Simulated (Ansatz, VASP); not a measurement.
# One calculation of MgS, two programs

Contents of INCAR:

```
SYSTEM = MgS
PREC = Accurate
ENCUT = 600
EDIFF = 1E-6
ISMEAR = 1
SIGMA = 0.05
LREAL = .FALSE.
LASPH = .TRUE.
NELM = 120
ALGO = Normal
ISIF = 2
LWAVE = .FALSE.
LCHARG = .TRUE.
GGA = PE
LELF = .TRUE.
LVHAR = .TRUE.
NBANDS = 11
GGA_COMPAT = .FALSE.
```

Contents of KPOINTS:

```
regular mesh
0
G
  6 6 6
  0 0 0
```

The input POSCAR:

```
MgS
1.0
    0.0000000000      2.8308768389      2.8308768389
    2.8308768389      0.0000000000      2.8308768389
    2.8308768389      2.8308768389      0.0000000000
Mg S
1 1
Direct
    0.0000000000      0.0000000000      0.0000000000
    0.2500000000      0.2500000000      0.2500000000
```

Input for Ansatz:

```yaml
crystal:
  lattice:
    - [0.0, 2.8308768389, 2.8308768389]
    - [2.8308768389, 0.0, 2.8308768389]
    - [2.8308768389, 2.8308768389, 0.0]
  atoms:
    - { symbol: Mg, position: [0.0, 0.0, 0.0] }
    - { symbol: S, position: [0.25, 0.25, 0.25] }
kpoints:
  mp_grid: { grid: [6, 6, 6] }
hamiltonian:
  xc: pbe
scf:
  occupations: { method: cold, width: 0.05 }
  n_extra_bands: 4
output:
  forces: true
  stress: true
  eigenvalues: true
```

Alike in both runs: task single point; functional PBE; k mesh 6 × 6 × 6; no spin polarisation.

```csv
,VASP,Ansatz
version,VASP 6.6.1,Ansatz 0.2.0
potentials or method,"VASP PAW PBE potentials, release 64 (Mg, S)",plane waves
plane-wave cutoff (eV),600,420
occupations,"methfessel-paxton of order 1, width 0.05 eV","cold, width 0.05 eV"
valence electrons in the cell,8,16
```

VASP gave:

| Quantity | Value |
| --- | --- |
| gap on the k mesh at the Fermi level (eV) | 3.46 |
| pressure (GPa) | 1.0 |

Question: Which values does Ansatz return?

Answer: gap on the k mesh at the Fermi level (eV): 3.47; pressure (GPa): 1.1.

VASP's potentials hold 8 valence electrons a cell and Ansatz's 16, so a difference there can come from the potentials and not from the codes.
